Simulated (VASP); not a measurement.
# Li3Si2N (R-3m) in VASP: a series of runs

Runs on Li3Si2N. Level: PBE. Tasks: single point, relaxation of cell and atoms.

Program: VASP 6.6.1. These are calculated values, not measurements. Logs are shortened: lines on timing, memory, paths and dates and some standing lists are left out, and cuts for length are marked.

### Step 1. The cell of the first run

Symmetry: R-3m, No. 166, trigonal system. Conventional cell: a = 4.852 Å, b = 4.852 Å, c = 11.414 Å, α = 90.00°, β = 90.00°, γ = 120.00°. Within 2.7 Å of Li (site symmetry 2/m) lie 2 Si at 2.01 Å and 4 Li at 2.43 Å and 2 N at 2.43 Å. Si (site symmetry 3m) has 3 Li at 2.01 Å and 1 N at 2.37 Å within 2.7 Å. N (site symmetry -3m) has 2 Si at 2.37 Å and 6 Li at 2.43 Å within 3.1 Å.

### Step 2. Single point, PBE

File INCAR:

```
  PREC = Accurate
  ENCUT = 520
  EDIFF = 1E-7
  ISMEAR = 0
  SIGMA = 0.1
  LREAL = False
  LASPH = True
  NELM = 60
  ALGO = Normal
  ISIF = 2
  LWAVE = False
  LCHARG = False
  GGA = PE
  NBANDS = 20
```

File KPOINTS:

```
regular mesh
0
Gamma
  6 6 6
```

File POSCAR:

```
Li3Si2N
1.0
    2.4261106400      1.4007156300      3.8045558000
   -2.4261106400      1.4007156300      3.8045558000
    0.0000000000     -2.8014312600      3.8045558000
Li Si N
3 2 1
Direct
    0.5000000000      0.5000000000      0.0000000000
    0.0000000000      0.5000000000      0.5000000000
    0.5000000000      0.0000000000      0.5000000000
    0.2073785400      0.2073785400      0.2073785400
    0.7926214600      0.7926214600      0.7926214600
    0.0000000000      0.0000000000      0.0000000000
```

Potentials or basis: VASP PAW PBE potentials, release 64 (Li_sv, Si, N).

Launch:

```sh
> cat potpaw_PBE.64/Li_sv/POTCAR potpaw_PBE.64/Si/POTCAR potpaw_PBE.64/N/POTCAR > POTCAR
> mpirun -np 1 vasp_std > vasp.out
```

OUTCAR:

```text
PREC = Accurate
   ENCUT = 520
   EDIFF = 1E-7
   ISMEAR = 0
   LREAL = False
   LASPH = True
   NELM = 60
   ISIF = 2
   GGA = PE

 ion  position               nearest neighbor table
   1  0.500  0.500  0.000-   4 2.01   5 2.01   2 2.43   3 2.43   3 2.43   2 2.43
   2  0.000  0.500  0.500-   4 2.01   5 2.01   1 2.43   1 2.43   3 2.43   3 2.43
   3  0.500  0.000  0.500-   4 2.01   5 2.01   1 2.43   1 2.43   2 2.43   2 2.43
   4  0.207  0.207  0.207-   1 2.01   2 2.01   3 2.01   6 2.37   5 2.95   5 2.95   5 2.95
   5  0.793  0.793  0.793-   1 2.01   2 2.01   3 2.01   6 2.37   4 2.95   4 2.95   4 2.95
   6  0.000  0.000  0.000-   4 2.37   5 2.37

  LATTYP: Found a trigonal (rhomboedric) cell.
 ALAT       =     4.7246864392
 COS(alpha) =     0.4726423891

  Lattice vectors:

 A1 = (   2.4261106400,   1.4007156300,   3.8045558000)
 A2 = (  -2.4261106400,   1.4007156300,   3.8045558000)
 A3 = (   0.0000000000,  -2.8014312600,   3.8045558000)

Analysis of symmetry for initial positions (statically):
=====================================================================
 Subroutine PRICEL returns:
 Original cell was already a primitive cell.

 Routine SETGRP: Setting up the symmetry group for a
 trigonal (rhombohedral) supercell.

 Subroutine GETGRP returns: Found 12 space group operations
 (whereof 12 operations were pure point group operations)
 out of a pool of 12 trial point group operations.

The static configuration has the point symmetry D_3d.

Analysis of symmetry for dynamics (positions and initial velocities):
=====================================================================
 Subroutine PRICEL returns:
 Original cell was already a primitive cell.

 Routine SETGRP: Setting up the symmetry group for a
 trigonal (rhombohedral) supercell.

 Subroutine GETGRP returns: Found 12 space group operations
 (whereof 12 operations were pure point group operations)
 out of a pool of 12 trial point group operations.

The dynamic configuration has the point symmetry D_3d.

 Subroutine INISYM returns: Found 12 space group operations
 (whereof 12 operations are pure point group operations),
 and found     1 'primitive' translations

----------------------------------------------------------------------------------------

                                     Primitive cell

  volume of cell :      77.5739

  direct lattice vectors                    reciprocal lattice vectors
     2.426110640  1.400715630  3.804555800     0.206091178  0.118986797  0.087614258
    -2.426110640  1.400715630  3.804555800    -0.206091178  0.118986797  0.087614258
     0.000000000 -2.801431260  3.804555800     0.000000000 -0.237973594  0.087614258

  length of vectors
     4.724686439  4.724686439  4.724686438     0.253589609  0.253589609  0.253589609

  position of ions in fractional coordinates (direct lattice)
     0.500000000  0.500000000  0.000000000
     1.000000000  0.500000000  0.500000000
     0.500000000  1.000000000  0.500000000
     0.207378540  0.207378540  0.207378540
     0.792621460  0.792621460  0.792621460
     0.000000000  0.000000000  0.000000000

  ion indices of the primitive-cell ions
   primitive index   ion index
                 1           1
                 2           2
                 3           3
                 4           4
                 5           5
                 6           6

----------------------------------------------------------------------------------------

 KPOINTS: regular mesh

Automatic generation of k-mesh.
 Grid dimensions read from file:
 generate k-points for:    6    6    6

 Generating k-lattice:

  Cartesian coordinates                     Fractional coordinates (reciprocal lattice)
     0.034348530  0.019831133  0.014602376     0.166666667  0.000000000  0.000000000
    -0.034348530  0.019831133  0.014602376     0.000000000  0.166666667  0.000000000
     0.000000000 -0.039662266  0.014602376     0.000000000  0.000000000  0.166666667

  Length of vectors
     0.042264935  0.042264935  0.042264935

  Shift w.r.t. Gamma in fractional coordinates (k-lattice)
     0.000000000  0.000000000  0.000000000

 Subroutine IBZKPT returns following result:
 ===========================================

 Found     32 irreducible k-points:

 Following reciprocal coordinates:
            Coordinates               Weight
  0.000000  0.000000  0.000000      1.000000
  0.166667  0.000000 -0.000000      6.000000
  0.333333  0.000000 -0.000000      6.000000
  0.500000  0.000000 -0.000000      3.000000
  0.166667  0.166667 -0.000000      6.000000
  0.333333  0.166667 -0.000000     12.000000
[... 16 lines left out ...]
  0.500000  0.500000  0.166667      6.000000
 -0.333333  0.500000  0.166667     12.000000
 [... further k-points ...]
   k-points           NKPTS =     32   k-points in BZ     NKDIM =     32   number of bands    NBANDS=     20
   number of dos      NEDOS =    301   number of ions     NIONS =      6
   total plane-waves  NPLWV =  46656
   dimension x,y,z NGX =    36 NGY =   36 NGZ =   36
   dimension x,y,z NGXF=    72 NGYF=   72 NGZF=   72
   ions per type =               3   2   1
   NGX,Y,Z   is equivalent  to a cutoff of  12.67, 12.67, 12.67 a.u.
   NGXF,Y,Z  is equivalent  to a cutoff of  25.33, 25.33, 25.33 a.u.
 SYSTEM =  unknown system
   PREC   = accura    normal or accurate (medium, high low for compatibility)
   ISTART =      0    job   : 0-new  1-cont  2-samecut
   ICHARG =      2    charge: 1-file 2-atom 10-const
   ISPIN  =      1    spin polarized calculation?
   LNONCOLLINEAR =      F non collinear calculations
   LSORBIT =      F    spin-orbit coupling
   LASPH  =      T    aspherical Exc in radial PAW
   ENCUT  =  520.0 eV  38.22 Ry    6.18 a.u.   8.78  8.78  8.78*2*pi/ulx,y,z
   NELM   =     60;   NELMIN=  2; NELMDL= -5     # of ELM steps
   EDIFF  = 0.1E-06   stopping-criterion for ELM
   LREAL  =      F    real-space projection
   EDIFFG = 0.1E-05   stopping-criterion for IOM
   NSW    =      0    number of steps for IOM
   IBRION =     -1    ionic relax: 0-MD 1-quasi-New 2-CG
   NFREE  =      0    steps in history (QN), initial steepest desc. (CG)
   ISIF   =      2    stress and relaxation
   ISYM   =      2    0-nonsym 1-usesym 2-fastsym
   POTIM  = 0.5000    time-step for ionic-motion
   TEBEG  =    0.0;   TEEND  =   0.0 temperature during run
   PSTRESS=    0.0 pullay stress
   NELECT =      22.0000    total number of electrons
   NUPDOWN=      -1.0000    fix difference up-down
   EMIN   =  10.00;   EMAX   =-10.00  energy-range for DOS
   EFERMI =   0.00;   METHOD = LEGACY
   ISMEAR =     0;   SIGMA  =   0.10  broadening in eV -4-tet -1-fermi 0-gaus
   EFERMI_NEDOS =   21; number of points for ismear=-14 and -15
   IALGO  =     38    algorithm
   IMIX   =      4    mixing-type and parameters
     AMIX     =   0.40;   BMIX     =  1.00
     AMIX_MAG =   1.60;   BMIX_MAG =  1.00
  volume/ion in A,a.u.               =      12.93        87.25
  Fermi-wavevector in a.u.,A,eV,Ry     =   1.075583  2.032557 15.740282  1.156878
  Thomas-Fermi vector in A             =   2.211443
   LORBIT       =      0    0 simple, 1 ext, 2 COOP (PROOUT), +10 PAW based schemes
   GGA     = PE    functional components
   LHFCALC =     F    Hartree Fock is set to
   AEXX    =    0.0000 exact exchange contribution
   IVDW    =     0    specifies the selected vdW correction
   LEPSILON=     F    determine dielectric tensor
   LRPA    =     F    only Hartree local field effects (RPA)
 non-spin polarized calculation
 Gauss-broadening in eV      SIGMA  =   0.10
  energy-cutoff  :      520.00
  volume of cell :       77.57
 maximum number of plane-waves:      2115
   NGX = 17   NGY = 17   NGZ = 17

 number of electron      21.9999996 magnetization

 Free energy of the ion-electron system (eV)
  ---------------------------------------------------
  ext. energy  EPLUGINS =         0.00000000
  ---------------------------------------------------
  free energy    TOTEN  =       -17.79340598 eV

  energy without entropy =      -17.78087912  energy(sigma->0) =      -17.78714255

 E-fermi :   4.7827     XC(G=0):  -9.5541

 val. band max:        4.7808953422   @ k =   0.5000   0.5000   0.5000
 cond. band min:       4.8090469200   @ k =  -0.3333   0.1667   0.0000
 fundamental gap:      0.0281515777
 Fermi energy:         4.7826886825

 k-point     1 :       0.0000    0.0000    0.0000
  band No.  band energies     occupation
      1     -41.5369      2.00000
      2     -41.4207      2.00000
      3     -41.4207      2.00000
      4      -8.7262      2.00000
      5      -3.0715      2.00000
      6      -1.3301      2.00000
[... 12 lines left out ...]
     19      10.7764      0.00000
     20      12.3349      0.00000

 k-point     2 :       0.1667    0.0000   -0.0000
  band No.  band energies     occupation
      1     -41.5300      2.00000
      2     -41.4277      2.00000
      3     -41.4208      2.00000
      4      -8.6796      2.00000
      5      -3.1263      2.00000
      6      -1.5750      2.00000
[... 12 lines left out ...]
     19      10.6880      0.00000
     20      12.4916      0.00000

 k-point     3 :       0.3333    0.0000   -0.0000
  band No.  band energies     occupation
      1     -41.5124      2.00000
      2     -41.4455      2.00000
      3     -41.4209      2.00000
      4      -8.5817      2.00000
      5      -3.1316      2.00000
      6      -2.2423      2.00000
[... 12 lines left out ...]
     19      12.2338      0.00000
     20      12.8195      0.00000

 k-point     4 :       0.5000    0.0000   -0.0000
  band No.  band energies     occupation
      1     -41.4982      2.00000
      2     -41.4597      2.00000
      3     -41.4208      2.00000
      4      -8.5301      2.00000
      5      -2.9181      2.00000
      6      -2.7872      2.00000
[... 12 lines left out ...]
     19      12.2933      0.00000
     20      12.9257      0.00000

 k-point     5 :       0.1667    0.1667   -0.0000
  band No.  band energies     occupation
      1     -41.5300      2.00000
      2     -41.4276      2.00000
      3     -41.4209      2.00000
      4      -8.6478      2.00000
      5      -3.3082      2.00000
      6      -1.5204      2.00000
[... 12 lines left out ...]
     19      10.7211      0.00000
     20      12.4449      0.00000

 k-point     6 :       0.3333    0.1667   -0.0000
  band No.  band energies     occupation
      1     -41.5175      2.00000
      2     -41.4402      2.00000
      3     -41.4210      2.00000
      4      -8.5561      2.00000
      5      -3.4329      2.00000
      6      -1.9546      2.00000
[... 12 lines left out ...]
     19      11.6004      0.00000
     20      12.7486      0.00000

 k-point     7 :       0.5000    0.1667   -0.0000
  band No.  band energies     occupation
      1     -41.4982      2.00000
      2     -41.4596      2.00000
      3     -41.4210      2.00000
      4      -8.4950      2.00000
      5      -3.2786      2.00000
      6      -2.5237      2.00000
[... 12 lines left out ...]
     19      12.0314      0.00000
     20      13.1297      0.00000
[... 277 lines left out ...]
 k-point    20 :       0.5000    0.3333    0.1667
  band No.  band energies     occupation
      1     -41.5172      2.00000
      2     -41.4403      2.00000
      3     -41.4210      2.00000
      4      -8.4052      2.00000
      5      -4.0782      2.00000
      6      -1.8514      2.00000
[... 12 lines left out ...]
     19      11.9977      0.00000
     20      12.4909      0.00000

 k-point    21 :      -0.3333    0.3333    0.1667
  band No.  band energies     occupation
      1     -41.4980      2.00000
      2     -41.4597      2.00000
      3     -41.4211      2.00000
      4      -8.4195      2.00000
      5      -3.6683      2.00000
      6      -2.4168      2.00000
[... 12 lines left out ...]
     19      12.3543      0.00000
     20      13.5263      0.00000

 k-point    22 :      -0.1667    0.3333    0.1667
  band No.  band energies     occupation
      1     -41.4982      2.00000
      2     -41.4595      2.00000
      3     -41.4211      2.00000
      4      -8.4956      2.00000
      5      -3.2428      2.00000
      6      -2.5167      2.00000
[... 12 lines left out ...]
     19      12.1357      0.00000
     20      12.7927      0.00000

 k-point    23 :       0.5000    0.5000    0.1667
  band No.  band energies     occupation
      1     -41.5120      2.00000
      2     -41.4455      2.00000
      3     -41.4211      2.00000
      4      -8.3557      2.00000
      5      -4.1592      2.00000
      6      -1.9306      2.00000
[... 12 lines left out ...]
     19      12.1107      0.00000
     20      12.9381      0.00000

 k-point    24 :      -0.3333    0.5000    0.1667
  band No.  band energies     occupation
      1     -41.4979      2.00000
      2     -41.4597      2.00000
      3     -41.4211      2.00000
      4      -8.3802      2.00000
      5      -3.8476      2.00000
      6      -2.3052      2.00000
[... 12 lines left out ...]
     19      12.8970      0.00000
     20      13.4413      0.00000

 [... further k-points ...]
[... 5 lines left out ...]
  --------------------------------------------------------------------------------------
  -------------------------------------------------------------------------------------
  Total        4.7078890      4.7078890     10.0198161      0.0000000      0.0000000      0.0000000
  in kB       97.2346410     97.2346409    206.9448142      0.0000000      0.0000000      0.0000000
  external PRESSURE =     133.8046987 kB  Pullay stress =       0.0000000 kB

 VOLUME and BASIS-vectors are now :
 -----------------------------------------------------------------------------
  energy-cutoff  :      520.00
  volume of cell :       77.57
      direct lattice vectors                 reciprocal lattice vectors
     2.426110640  1.400715630  3.804555800     0.206091178  0.118986797  0.087614258
    -2.426110640  1.400715630  3.804555800    -0.206091178  0.118986797  0.087614258
     0.000000000 -2.801431260  3.804555800     0.000000000 -0.237973594  0.087614258

 POSITION                                       TOTAL-FORCE (eV/Angst)
 -----------------------------------------------------------------------------------
      0.00000      1.40072      3.80456        -0.000000      0.000000      0.000000
     -1.21306     -0.70036      3.80456         0.000000      0.000000      0.000000
      1.21306     -0.70036      3.80456         0.000000      0.000000     -0.000000
      0.00000      0.00000      2.36695         0.000000     -0.000000     -9.514496
      0.00000      0.00000      9.04672         0.000000      0.000000      9.514496
      0.00000      0.00000      0.00000         0.000000      0.000000     -0.000000
 -----------------------------------------------------------------------------------
    total drift:                               -0.000000     -0.000000      0.000000

  FREE ENERGIE OF THE ION-ELECTRON SYSTEM (eV)
  ---------------------------------------------------
  free  energy   TOTEN  =       -17.7934059806 eV

  energy  without entropy=      -17.7808791191  energy(sigma->0) =      -17.78714255
```

It took 20 s on 1 thread of Intel Xeon 6975P-C (Granite Rapids), shared host; peak memory 0.21 GiB.

Results:

```
Free energy            : -17.7934 eV
Largest force          : 9.514 eV/Å
Band gap on the k mesh : zero (band 11 reaches 5.48 eV, above the bottom of band 12 at 4.49 eV)
```

Forces on the atoms (eV/Å):
```
Li   0.000  0.000  0.000
Li   0.000  0.000  0.000
Li   0.000  0.000  0.000
Si   0.000  0.000 -9.514
Si   0.000  0.000  9.514
N    0.000  0.000  0.000
```

Caveat: the cutoff is under 1.25 times the usual one of these potentials, so pressure, stress and relaxed cells hold a basis-set (Pulay) error; forces of over 1 eV/Å act on the atoms, so gaps and moduli don't describe the material at rest.

(Continued in part 2 of 2.)
